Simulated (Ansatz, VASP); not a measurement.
## BiB: VASP beside Ansatz

Contents of INCAR:

```
PREC = Accurate
ENCUT = 520
EDIFF = 1E-6
ISMEAR = -1
SIGMA = 0.05
LREAL = F
LASPH = T
NELM = 80
ALGO = Normal
ISIF = 2
LWAVE = F
LCHARG = F
GGA = PE
NBANDS = 16
```

File KPOINTS:

```
regular mesh
0
Gamma
  11 11 11
```

POSCAR

```
BiB
1.0
    0.0000000000      2.8161581815      2.8161581815
    2.8161581815      0.0000000000      2.8161581815
    2.8161581815      2.8161581815      0.0000000000
B Bi
1 1
Direct
    0.0000000000      0.0000000000      0.0000000000
    0.2500000000      0.2500000000      0.2500000000
```

Input for Ansatz:

```yaml
crystal:
  lattice:
    - [0.0, 2.8161581815, 2.8161581815]
    - [2.8161581815, 0.0, 2.8161581815]
    - [2.8161581815, 2.8161581815, 0.0]
  atoms:
    - { symbol: B, position: [0.0, 0.0, 0.0] }
    - { symbol: Bi, position: [0.25, 0.25, 0.25] }
kpoints:
  mp_grid: { grid: [11, 11, 11] }
scf:
  occupations: { method: fermi_dirac, width: 0.05 }
hamiltonian:
  xc: pbe
  pseudopotentials: { kind: all_electron, lapw: { basis_error: 0.0005 } }
output:
  forces: true
  stress: true
  eigenvalues: true
```

Change from the starting cell: volume scaled by 1.06.

Alike in both runs: task single point; functional PBE; k mesh 11 × 11 × 11; occupations fermi-dirac, width 0.05 eV; no spin polarisation.

|  | VASP | Ansatz |
| --- | --- | --- |
| version | VASP 6.6.1 | Ansatz 0.2.0 |
| potentials or method | VASP PAW PBE potentials, release 64 (B, Bi_d), cutoff 520 eV | all-electron LAPW, scalar-relativistic |

Ansatz gave:

```
pressure (GPa) : -3.7
```

Question: Estimate VASP's values.

Answer: Pressure (GPa): -3.8.

Ansatz ran all-electron here, and VASP with PAW potentials.

Spin-orbit coupling is off throughout.
